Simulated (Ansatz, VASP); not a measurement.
# Ti: VASP beside Ansatz

File INCAR:

```
PREC = Accurate ; ENCUT = 520
EDIFF = 1E-7 ; ISMEAR = 0
SIGMA = 0.15 ; LREAL = F
LASPH = T ; NELM = 60
ALGO = Fast ; ISIF = 2
LWAVE = F ; LCHARG = F
GGA = CA ; NBANDS = 12
```

Contents of KPOINTS:

```
Automatic mesh
0
Gamma
  20 20 20
```

File POSCAR:

```
Ti
1.0
   -1.5917700000      1.5917700000      1.6902300000
    1.5917700000     -1.5917700000      1.6902300000
    1.5917700000      1.5917700000     -1.6902300000
Ti
1
Direct
    0.0000000000      0.0000000000      0.0000000000
```

Input for Ansatz:

```yaml
crystal:
  lattice:
    - [-1.59177, 1.59177, 1.69023]
    - [1.59177, -1.59177, 1.69023]
    - [1.59177, 1.59177, -1.69023]
  atoms:
    - { symbol: Ti, position: [0.0, 0.0, 0.0] }
basis:
  ecutwfc: 420
kpoints:
  mp_grid: { grid: [20, 20, 20] }
hamiltonian:
  xc: lda
scf:
  occupations: { method: gaussian, width: 0.15 }
output:
  forces: true
  stress: true
  eigenvalues: true
```

Change from the starting cell: strain -0.030 along x and y, +0.030 along z, atoms carried along.

Alike in both runs: task single point; functional LDA; k mesh 20 × 20 × 20; occupations gaussian, width 0.15 eV; no spin polarisation.

|  | VASP | Ansatz |
| --- | --- | --- |
| version | VASP 6.6.1 | Ansatz 0.2.0 |
| potentials or method | VASP PAW LDA potentials, release 64 (Ti_sv), cutoff 520 eV | scalar-relativistic, plane waves, PAW |
| valence electrons in the cell | 12 | 12 |

Ansatz gave:

```
gap on the k mesh at the Fermi level (eV)                     : none
pressure (GPa)                                                : -8.0
traceless stress, the component that is largest in VASP (GPa) : 0.65
```

Task: Estimate VASP's values.

Result: gap on the k mesh at the Fermi level (eV): none; pressure (GPa): -8.1; traceless stress, the component that is largest in VASP (GPa): 0.64.

LDA's correlation is that of Perdew and Zunger in VASP and of Perdew and Wang (1992) in Ansatz. A gap of «none» marks a metal or a gap that the smearing closes.
